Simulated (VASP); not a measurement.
Write the native input for VASP 6.6.1 that does the following.

| Item | Value |
| --- | --- |
| Task | electric field gradients |
| Functional | LDA |
| Potentials or basis | VASP PAW LDA potentials, release 64 (In_d) |
| Cutoff | 520 eV |
| k mesh | 14 × 14 × 14 |
| Occupations | fermi-dirac, width 0.05 eV |
| Spin | no spin polarisation |
| Dipole correction | no |
| Further INCAR settings | ALGO = Normal; EDIFF = 1e-08; NBANDS = 12 |

The structure of In lies in POSCAR:

```
In
1.0
   -1.6261500000      1.6261500000      2.4739500000
    1.6261500000     -1.6261500000      2.4739500000
    1.6261500000      1.6261500000     -2.4739500000
In
1
Direct
    0.0000000000      0.0000000000      0.0000000000
```

These files were run (other wordings do the same):

INCAR

```
PREC = Accurate ; ENCUT = 520
EDIFF = 1E-8 ; ISMEAR = -1
SIGMA = 0.05 ; LREAL = F
LASPH = T ; NELM = 60
ALGO = Normal ; ISIF = 2
LWAVE = F ; LCHARG = F
LEFG = T ; NBANDS = 12
```

KPOINTS

```
Automatic mesh
0
Gamma
  14 14 14
```

Potentials or basis: VASP PAW LDA potentials, release 64 (In_d).

Run with:

```bash
$ cat potpaw_LDA.64/In_d/POTCAR > POTCAR
$ mpirun -np 1 vasp_std > vasp.out
```

Results of the run:

```yaml
Pressure: -2.7 GPa
Band_gap_on_the_k_mesh: zero (an odd number of electrons rules out a gap without spin polarisation)
Largest_electric_field_gradient_by_atom: In +22.0 V/Å²
```

Caveat: without QUAD_EFG the Cq values of the log hold for a quadrupole moment of 1 mb, not for the nuclei; spin-orbit coupling is left out, which moves the levels of the heavy elements.

Wall time 2.3 min on 1 thread of Intel Xeon 8259CL (shared host), peak memory 0.2 GiB.
